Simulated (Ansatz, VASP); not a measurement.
# ZnS: VASP beside Ansatz

File INCAR:

```
SYSTEM = ZnS
  ALGO = Normal
  EDIFF = 1E-6
  ENCUT = 520
  GGA = PE
  ISIF = 2
  ISMEAR = 0
  LASPH = .TRUE.
  LCHARG = .FALSE.
  LREAL = .FALSE.
  LWAVE = .FALSE.
  NBANDS = 26
  NELM = 60
  PREC = Accurate
  SIGMA = 0.05
```

File KPOINTS:

```
k-points
0
G
  12 12 4
  0 0 0
```

File POSCAR:

```
ZnS
1.0
    3.6916732681      0.0000000000      0.0000000000
   -1.8458366340      3.1970828326      0.0000000000
    0.0000000000      0.0000000000      5.8009066467
Zn S
2 2
Direct
    0.3333333333      0.6666666667      0.0052197901
    0.6666666667      0.3333333333      0.5052197901
    0.3333333333      0.6666666667      0.3797802099
    0.6666666667      0.3333333333      0.8797802099
```

Input for Ansatz:

```yaml
crystal:
  lattice:
    - [3.6916732681, 0.0, 0.0]
    - [-1.845836634, 3.1970828326, 0.0]
    - [0.0, 0.0, 5.8009066467]
  atoms:
    - { symbol: Zn, position: [0.3333333333, 0.6666666667, 0.0052197901] }
    - { symbol: Zn, position: [0.6666666667, 0.3333333333, 0.5052197901] }
    - { symbol: S, position: [0.3333333333, 0.6666666667, 0.3797802099] }
    - { symbol: S, position: [0.6666666667, 0.3333333333, 0.8797802099] }
basis:
  ecutwfc: 420
kpoints:
  mp_grid: { grid: [12, 12, 4] }
hamiltonian:
  xc: pbe
scf:
  occupations: { method: gaussian, width: 0.05 }
output:
  forces: true
  stress: true
  eigenvalues: true
```

Change from the starting cell: strain -0.040 along x and y, -0.080 along z, atoms carried along.

Alike in both runs: task single point; functional PBE; k mesh 12 × 12 × 4; occupations gaussian, width 0.05 eV; no spin polarisation.

```csv
,VASP,Ansatz
version,VASP 6.6.1,Ansatz 0.2.0
potentials or method,"VASP PAW PBE potentials, release 64 (Zn, S), cutoff 520 eV","scalar-relativistic, plane waves, PAW"
valence electrons in the cell,36,36
```

Ansatz gave:

* gap on the k mesh at the Fermi level (eV): 2.87
* least direct gap on the mesh (eV): 2.87
* pressure (GPa): 16.9
* traceless stress, the component that is largest in VASP (GPa): 7.25
* rms of the force components (eV/Å): 0.346

**Question.** What did VASP give for the same quantities?

**Answer.** gap on the k mesh at the Fermi level (eV): 2.89; least direct gap on the mesh (eV): 2.89; pressure (GPa): 17.1; traceless stress, the component that is largest in VASP (GPa): 7.27; rms of the force components (eV/Å): 0.348.

Atom by atom the forces differ by 0.002 eV/Å (rms over components).
